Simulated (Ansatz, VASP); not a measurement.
**HfO2 in VASP and in Ansatz**

Contents of INCAR:

```
SYSTEM = HfO2
PREC = Accurate
ENCUT = 520
EDIFF = 1E-7
ISMEAR = 0
SIGMA = 0.05
LREAL = .False.
LASPH = .True.
NELM = 100
ALGO = Normal
ISIF = 2
LWAVE = .False.
LCHARG = .False.
GGA = PE
NBANDS = 56
```

The input KPOINTS:

```
regular mesh
0
Gamma
  6 6 2
  0 0 0
```

File POSCAR:

```
HfO2
1.0
   -3.6043047991      0.0000000000      0.0000000000
    0.0000000000     -3.6043047991      0.0000000000
   -0.3002385898      0.3002385898     10.5279346079
Hf O
4 8
Direct
    0.4831983900      0.5168016100      0.2017000000
    0.4415483900      0.5584516100      0.7017000000
    0.9623733900      1.0376266100      0.4517000000
    0.9207233900      1.0792766100      0.9517000000
   -0.0248505597      0.5248505597      0.2983260466
   -0.0665005597      0.5665005597      0.7983260466
    0.4704223397      0.0295776603      0.3550739534
    0.4287723397      0.0712276603      0.8550739534
    0.4912473397      0.0087526603      0.1050739534
    0.4495973397      0.0504026603      0.6050739534
   -0.0040255597      0.5040255597      0.0483260466
   -0.0456755597      0.5456755597      0.5483260466
```

Input for Ansatz:

```yaml
crystal:
  lattice:
    - [-3.6043047991, 0.0, 0.0]
    - [0.0, -3.6043047991, 0.0]
    - [-0.3002385898, 0.3002385898, 10.5279346079]
  atoms:
    - { symbol: Hf, position: [0.48319839, 0.51680161, 0.2017] }
    - { symbol: Hf, position: [0.44154839, 0.55845161, 0.7017] }
    - { symbol: Hf, position: [0.96237339, 1.03762661, 0.4517] }
    - { symbol: Hf, position: [0.92072339, 1.07927661, 0.9517] }
    - { symbol: O, position: [-0.0248505597, 0.5248505597, 0.2983260466] }
    - { symbol: O, position: [-0.0665005597, 0.5665005597, 0.7983260466] }
    - { symbol: O, position: [0.4704223397, 0.0295776603, 0.3550739534] }
    - { symbol: O, position: [0.4287723397, 0.0712276603, 0.8550739534] }
    - { symbol: O, position: [0.4912473397, 0.0087526603, 0.1050739534] }
    - { symbol: O, position: [0.4495973397, 0.0504026603, 0.6050739534] }
    - { symbol: O, position: [-0.0040255597, 0.5040255597, 0.0483260466] }
    - { symbol: O, position: [-0.0456755597, 0.5456755597, 0.5483260466] }
basis:
  ecutwfc: 420
  precision: f64
kpoints:
  mp_grid: { grid: [6, 6, 2] }
hamiltonian:
  xc: pbe
scf:
  occupations: { method: gaussian, width: 0.05 }
  lower_state_search: standard
  eigensolver: { kind: davidson }
output:
  forces: true
  eigenvalues: true
  stress: true
```

Alike in both runs: task single point; functional PBE; k mesh 6 × 6 × 2; occupations gaussian, width 0.05 eV; no spin polarisation.

|  | VASP | Ansatz |
| --- | --- | --- |
| version | VASP 6.6.1 | Ansatz 0.2.0 |
| potentials or method | VASP PAW PBE potentials, release 64 (Hf_pv, O), cutoff 520 eV | scalar-relativistic, plane waves, PAW |
| valence electrons in the cell | 88 | 152 |

Ansatz gave:

| Item | Value |
| --- | --- |
| gap on the k mesh at the Fermi level (eV) | 4.56 |
| pressure (GPa) | 2.9 |
| traceless stress, the component that is largest in VASP (GPa) | -5.62 |
| rms of the force components (eV/Å) | 0.993 |

Q: Which values does VASP return?

A: gap on the k mesh at the Fermi level (eV): 4.54; pressure (GPa): -0.2; traceless stress, the component that is largest in VASP (GPa): -5.56; rms of the force components (eV/Å): 0.980.

Atom by atom the forces differ by 0.028 eV/Å (rms over components). VASP's potentials hold 88 valence electrons a cell and Ansatz's 152, so a difference there can come from the potentials and not from the codes.

Neither program's run includes spin-orbit coupling.
